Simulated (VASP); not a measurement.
Set up this calculation in VASP 6.6.1, as the native input.

```
Task                   : single point
Functional             : PBE
Potentials or basis    : VASP PAW PBE potentials, release 64 (Al, Fe)
Cutoff                 : 520 eV
k mesh                 : 14 × 14 × 14
Occupations            : gaussian, width 0.1 eV
Spin                   : collinear spin, ferromagnetic start
Starting moments       : [0.0, 0.77] μB
Dipole correction      : no
Further INCAR settings : ALGO = Normal; EDIFF = 1e-06; NBANDS = 16
```

The structure of AlFe lies in POSCAR:

```
AlFe
1.0
    2.8452952479      0.0000000000      0.0000000000
    0.0000000000      2.8452952479      0.0000000000
    0.0000000000      0.0000000000      2.8452952479
Al Fe
1 1
Direct
    0.0000000000      0.0000000000      0.0000000000
    0.5000000000      0.5000000000      0.5000000000
```

This cell differs from its parent crystal: volume scaled by 0.97.

The input as run:

INCAR

```
SYSTEM = AlFe
PREC     = Accurate       ! precision mode
ENCUT    = 520            ! plane-wave cutoff, eV
EDIFF    = 1E-6           ! SCF threshold, eV
ISMEAR   = 0              ! smearing method
SIGMA    = 0.1            ! smearing width, eV
LREAL    = .False.        ! projectors in reciprocal space
LASPH    = .True.         ! aspherical terms in the spheres
NELM     = 150            ! most SCF steps
ALGO     = Normal         ! electronic algorithm
ISIF     = 2              ! what is computed and relaxed
LWAVE    = .False.        ! write WAVECAR
LCHARG   = .True.         ! write CHGCAR
ISPIN    = 2              ! spin polarisation
MAGMOM   = 0 0.77         ! initial moments
LORBIT   = 11             ! projections on sites
LMAXMIX  = 4              ! l up to which the mixer works
GGA      = PE             ! functional
LELF     = .True.         ! ELF
LVHAR    = .True.       
NBANDS   = 16             ! bands
```

KPOINTS

```
regular mesh
0
Gamma
  14 14 14
  0 0 0
```

Potentials or basis: VASP PAW PBE potentials, release 64 (Al, Fe).

The run is started by

```console
$ cat potpaw_PBE.64/Al/POTCAR potpaw_PBE.64/Fe/POTCAR > POTCAR
$ mpirun -np 1 vasp_std > vasp.out
```

Results of the run:

| Item | Value |
| --- | --- |
| Pressure | 5.7 GPa |
| Net moment | 0.65 μB per cell |
| Site moments | Al -0.02; Fe +0.69 μB |
| Valence electrons inside the program's atomic spheres | Al 0.85; Fe 7.48 |

Run time: 30 s on 1 thread of Intel(R) Xeon(R) 6975P-C (Granite Rapids) (shared host), peak memory 0.2 GiB.
